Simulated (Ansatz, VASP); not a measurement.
## Two plane-wave programs on I

```xyz
2
Lattice="0.0000 3.1836 3.1836 3.1836 0.0000 3.1836 3.1836 3.1836 0.0000" Properties=species:S:1:pos:R:3 pbc="T T T"
I    -0.7959   -0.7959   -0.7959
I     0.7959    0.7959    0.7959
```

Change from the starting cell: volume scaled by 0.6, PAW files.

Alike in both runs: task single point; functional LDA; k mesh 11 × 11 × 11; occupations fermi-dirac, width 0.08 eV; no spin polarisation.

|  | VASP | Ansatz |
| --- | --- | --- |
| version | VASP 6.6.1 | Ansatz 0.2.0 |
| potentials or method | VASP PAW LDA potentials, release 64 (I) | PAW with Ansatz's default frozen-core files, scalar-relativistic |
| plane-wave cutoff (eV) | 520 | 420 |
| valence electrons in the cell | 14 | 34 |

|  | VASP | Ansatz | Ansatz less VASP |
| --- | --- | --- | --- |
| pressure (GPa) | 25.8 | 25.8 | -0.04 |

LDA's correlation is that of Perdew and Zunger in VASP and of Perdew and Wang (1992) in Ansatz. VASP's potentials hold 14 valence electrons a cell and Ansatz's 34, so a difference there can come from the potentials and not from the codes.

Spin-orbit coupling is off throughout.
